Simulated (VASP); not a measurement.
# Ba (Im-3m) in VASP: a series of runs, part 2 of 2

VASP 6.6.1.

## (3) Single point, r2SCAN

File POSCAR:

```
Ba
1.0
   -2.5367939014      2.5367939014      2.5367939014
    2.5367939014     -2.5367939014      2.5367939014
    2.5367939014      2.5367939014     -2.5367939014
Ba
1
Direct
    0.0000000000      0.0000000000      0.0000000000
```

File INCAR.step1:

```
ALGO     = Normal         # electronic algorithm
EDIFF    = 1E-4           # SCF threshold, eV
ENCUT    = 520            # plane-wave cutoff, eV
GGA      = PE             # functional
ISMEAR   = -1             # smearing method
LASPH    = True           # aspherical terms in the spheres
LCHARG   = False          # write CHGCAR
LREAL    = False          # projectors in reciprocal space
LWAVE    = True           # write WAVECAR
NBANDS   = 11             # bands
NELM     = 100            # most SCF steps
PREC     = Accurate       # precision mode
SIGMA    = 0.2            # smearing width, eV
```

File INCAR.step2:

```
ALGO     = Normal         # electronic algorithm
EDIFF    = 1E-6           # SCF threshold, eV
ENCUT    = 520            # plane-wave cutoff, eV
ISIF     = 2              # what is computed and relaxed
ISMEAR   = -1             # smearing method
ISTART   = 1            
LASPH    = True           # aspherical terms in the spheres
LCHARG   = True           # write CHGCAR
LELF     = True           # ELF
LMIXTAU  = True         
LREAL    = False          # projectors in reciprocal space
LVHAR    = True         
LWAVE    = False          # write WAVECAR
METAGGA  = R2SCAN         # meta-GGA
NBANDS   = 11             # bands
NELM     = 100            # most SCF steps
PREC     = Accurate       # precision mode
SIGMA    = 0.2            # smearing width, eV
```

File KPOINTS:

```
k-points
0
Gamma
  9 9 9
```

Potentials or basis: VASP PAW PBE potentials, release 64 (Ba_sv).

The run is started by

```console
cat potpaw_PBE.64/Ba_sv/POTCAR > POTCAR
cp INCAR.step1 INCAR
mpirun -np 1 vasp_std > vasp.out
cp INCAR.step2 INCAR
mpirun -np 1 vasp_std > vasp.out
```

OUTCAR:

```text
EDIFF = 1E-6
   ENCUT = 520
   ISIF = 2
   ISMEAR = -1
   ISTART = 1
   LASPH = True
   LREAL = False
   METAGGA = R2SCAN
   NELM = 100
   PREC = Accurate

 ion  position               nearest neighbor table
   1  0.000  0.000  0.000-

  LATTYP: Found a body centered cubic cell.
 ALAT       =     5.0735878028

  Lattice vectors:

 A1 = (  -2.5367939014,   2.5367939014,   2.5367939014)
 A2 = (   2.5367939014,  -2.5367939014,   2.5367939014)
 A3 = (   2.5367939014,   2.5367939014,  -2.5367939014)

Analysis of symmetry for initial positions (statically):
=====================================================================
 Subroutine PRICEL returns:
 Original cell was already a primitive cell.

 Routine SETGRP: Setting up the symmetry group for a
 body centered cubic supercell.

 Subroutine GETGRP returns: Found 48 space group operations
 (whereof 48 operations were pure point group operations)
 out of a pool of 48 trial point group operations.

The static configuration has the point symmetry O_h .

Analysis of symmetry for dynamics (positions and initial velocities):
=====================================================================
 Subroutine PRICEL returns:
 Original cell was already a primitive cell.

 Routine SETGRP: Setting up the symmetry group for a
 body centered cubic supercell.

 Subroutine GETGRP returns: Found 48 space group operations
 (whereof 48 operations were pure point group operations)
 out of a pool of 48 trial point group operations.

The dynamic configuration has the point symmetry O_h .

 Subroutine INISYM returns: Found 48 space group operations
 (whereof 48 operations are pure point group operations),
 and found     1 'primitive' translations

----------------------------------------------------------------------------------------
[... 114 lines left out ...]
  Thomas-Fermi vector in A             =   1.995593
   LORBIT       =      0    0 simple, 1 ext, 2 COOP (PROOUT), +10 PAW based schemes
   METAGGA = R2SCAN    functional components
   LHFCALC =     F    Hartree Fock is set to
   AEXX    =    0.0000 exact exchange contribution
   IVDW    =     0    specifies the selected vdW correction
   LEPSILON=     F    determine dielectric tensor
   LRPA    =     F    only Hartree local field effects (RPA)
 non-spin polarized calculation
  energy-cutoff  :      520.00
  volume of cell :       65.30
 maximum number of plane-waves:      1775
 NGX is ok and might be reduce to    36
   NGX = 17   NGY = 17   NGZ = 17

 number of electron      10.0000000 magnetization

 Free energy of the ion-electron system (eV)
  ---------------------------------------------------
  ext. energy  EPLUGINS =         0.00000000
  ---------------------------------------------------
  free energy    TOTEN  =       -26.52435058 eV

  energy without entropy =      -26.32174606  energy(sigma->0) =      -26.42304832

 E-fermi :   1.6278     XC(G=0):  -7.7038

 val. band max:        1.4863621703   @ k =  -0.4444  -0.4444   0.2222
 cond. band min:       1.6285160690   @ k =  -0.4444  -0.4444   0.2222
 fundamental gap:      0.1421538987
 Fermi energy:         1.6278374971

 k-point     1 :       0.0000    0.0000    0.0000
  band No.  band energies     occupation
      1     -28.3532      2.00000
      2     -12.9062      2.00000
      3     -12.9062      2.00000
      4     -12.9062      2.00000
      5      -1.2551      2.00000
      6       3.7089      0.00006
      7       3.7089      0.00006
      8       3.7089      0.00006
      9       5.0236      0.00000
     10       5.0236      0.00000
     11       8.7914      0.00000
[... 309 lines left out ...]
 k-point    24 :      -0.4444   -0.4444    0.1111
  band No.  band energies     occupation
      1     -28.3061      2.00000
      2     -13.2851      2.00000
      3     -13.1031      2.00000
      4     -12.9727      2.00000
      5       1.2752      1.70722
      6       2.1467      0.13899
      7       2.7181      0.00854
      8       4.2822      0.00000
      9       5.7791      0.00000
     10       7.1996      0.00000
     11       7.7500      0.00000

 [... further k-points ...]

------------------------ aborting loop because EDIFF is reached ----------------------------------------

  FORCE on cell =-STRESS in cart. coord.  units (eV):
  Direction    XX          YY          ZZ          XY          YZ          ZX
  --------------------------------------------------------------------------------------
  -------------------------------------------------------------------------------------
  Total        0.0697455      0.0697455      0.0697455      0.0000000      0.0000000      0.0000000
  in kB        1.7112416      1.7112416      1.7112416      0.0000000      0.0000000      0.0000000
  external PRESSURE =       1.7112416 kB  Pullay stress =       0.0000000 kB

 VOLUME and BASIS-vectors are now :
 -----------------------------------------------------------------------------
  energy-cutoff  :      520.00
  volume of cell :       65.30
      direct lattice vectors                 reciprocal lattice vectors
    -2.536793901  2.536793901  2.536793901     0.000000000  0.197099181  0.197099181
     2.536793901 -2.536793901  2.536793901     0.197099181  0.000000000  0.197099181
     2.536793901  2.536793901 -2.536793901     0.197099181  0.197099181  0.000000000

 POSITION                                       TOTAL-FORCE (eV/Angst)
 -----------------------------------------------------------------------------------
      0.00000      0.00000      0.00000         0.000000     -0.000000      0.000000
 -----------------------------------------------------------------------------------
    total drift:                               -0.000000      0.000000      0.000000

  FREE ENERGIE OF THE ION-ELECTRON SYSTEM (eV)
  ---------------------------------------------------
  free  energy   TOTEN  =       -26.5243505842 eV

  energy  without entropy=      -26.3217460615  energy(sigma->0) =      -26.42304832
```

Wall time 2.8 min (1 thread of Intel Xeon 8259CL, shared host); peak memory 0.22 GiB.

What came out:

```yaml
Free_energy: -26.5244 eV
Pressure: 0.2 GPa
Band_gap_on_the_k_mesh: zero (bands 5 and 6 overlap by 0.93 eV)
```

Caveat: the PAW data sets were made with another functional, which shifts forces and pressure a little; spin-orbit coupling is left out, which moves the levels of the heavy elements.

## (4) Single point, r2SCAN

POSCAR is that of step 3.

File INCAR.step1:

```
PREC = Accurate
ENCUT = 520
ISMEAR = -1
SIGMA = 0.3
LREAL = False
LASPH = True
NELM = 80
NBANDS = 11
GGA = PE
ALGO = Normal
EDIFF = 1E-4
LWAVE = True
LCHARG = False
```

File INCAR.step2:

```
PREC = Accurate
ENCUT = 520
EDIFF = 1E-6
ISMEAR = -1
SIGMA = 0.3
LREAL = False
LASPH = True
NELM = 80
ALGO = Normal
ISIF = 2
LWAVE = False
LCHARG = True
METAGGA = R2SCAN
LMIXTAU = True
LELF = True
LVHAR = True
NBANDS = 11
ISTART = 1
```

File KPOINTS:

```
Automatic mesh
0
Gamma
  9 9 9
```

The run is started by

```console
cat potpaw_PBE.64/Ba_sv/POTCAR > POTCAR
cp INCAR.step1 INCAR
mpirun -np 1 vasp_std > vasp.out
cp INCAR.step2 INCAR
mpirun -np 1 vasp_std > vasp.out
```

It took 4.2 min on 1 thread of Intel Xeon 8259CL, shared host; peak memory 0.22 GiB.

It converged, with:

| Item | Value |
| --- | --- |
| Free energy | -26.6553 eV |
| Pressure | 0.4 GPa |
| Band gap on the k mesh | zero (bands 5 and 6 overlap by 0.93 eV) |

Levels at points of the mesh, in eV from the Fermi level:
| k point | band 3 | band 4 | band 5 | band 6 | band 7 | band 8 |
| --- | --- | --- | --- | --- | --- | --- |
| (0.00, 0.00, 0.00) | -14.49 | -14.49 | -2.85 | 2.11 | 2.11 | 2.11 |

Caveat: so wide a smearing shifts energies and pressures; the PAW data sets were made with another functional, which shifts forces and pressure a little; spin-orbit coupling is left out, which moves the levels of the heavy elements.

## (5) The runs side by side

```tsv
smearing	gap on the mesh (eV)	pressure (GPa)
fermi-dirac 0.03 eV	none	0.0
fermi-dirac 0.2 eV	none	0.2
fermi-dirac 0.3 eV	none	0.4
```

Alike in all rows: task single point; level r2SCAN; potentials or basis VASP PAW PBE potentials, release 64 (Ba_sv); no spin polarisation; cell as given; k mesh 9 × 9 × 9; cutoff (eV) 520.

Caveats: the PAW data sets were made with another functional, which shifts forces and pressure a little; spin-orbit coupling is left out, which moves the levels of the heavy elements; so wide a smearing shifts energies and pressures (at least some runs).

Absolute energies hang on the potentials; compare differences alone.
